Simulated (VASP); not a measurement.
Write the native input for VASP 6.6.1 that does the following.

```
Task                   : single point
Functional             : r2SCAN
Potentials or basis    : VASP PAW PBE potentials, release 64 (Na_pv, Hg)
Cutoff                 : 520 eV
k mesh                 : 7 × 7 × 9
Occupations            : methfessel-paxton, width 0.1 eV
Spin                   : no spin polarisation
Dipole correction      : no
Further INCAR settings : ALGO = Normal; EDIFF = 1e-07; NBANDS = 22
```

NaHg2:

```
Na Hg
1.0
     4.93796    0.00000    0.00000
    -2.46898    4.27640    0.00000
     0.00000    0.00000    3.17192
Na Hg
1 2
Direct
  0.00000 0.00000 0.00000
  0.33333 0.66667 0.50000
  0.66667 0.33333 0.50000
```

One way to write it, as run:

POSCAR

```
NaHg2
1.0
    4.9379573067      0.0000000000      0.0000000000
   -2.4689786534      4.2763967104      0.0000000000
    0.0000000000      0.0000000000      3.1719183304
Na Hg
1 2
Direct
    0.0000000000      0.0000000000      0.0000000000
    0.3333333333      0.6666666667      0.5000000000
    0.6666666667      0.3333333333      0.5000000000
```

INCAR.step1

```
PREC = Accurate
ENCUT = 520
ISMEAR = 1
SIGMA = 0.1
LREAL = False
LASPH = True
NELM = 100
NBANDS = 22
GGA = PE
ALGO = Normal
EDIFF = 1E-4
LWAVE = True
LCHARG = False
```

INCAR.step2

```
PREC = Accurate
ENCUT = 520
EDIFF = 1E-7
ISMEAR = 1
SIGMA = 0.1
LREAL = False
LASPH = True
NELM = 100
ALGO = Normal
ISIF = 2
LWAVE = False
LCHARG = True
METAGGA = R2SCAN
LMIXTAU = True
LELF = True
LVHAR = True
NBANDS = 22
ISTART = 1
```

KPOINTS

```
Automatic mesh
0
Gamma
  7 7 9
```

Potentials or basis: VASP PAW PBE potentials, release 64 (Na_pv, Hg).

The run is started by

```sh
$ cat potpaw_PBE.64/Na_pv/POTCAR potpaw_PBE.64/Hg/POTCAR > POTCAR
$ cp INCAR.step1 INCAR
$ mpirun -np 1 vasp_std > vasp.out
$ cp INCAR.step2 INCAR
$ mpirun -np 1 vasp_std > vasp.out
```

Results of the run:

```json
{
  "Pressure": "3.5 GPa"
}
```

Caveat: the PAW data sets were made with another functional, which shifts forces and pressure a little.

Run time: 2.2 min on 1 thread of Intel(R) Xeon(R) Platinum 8375C CPU @ 2.90GHz (Ice Lake), with other jobs on the host, peak memory 0.23 GiB.
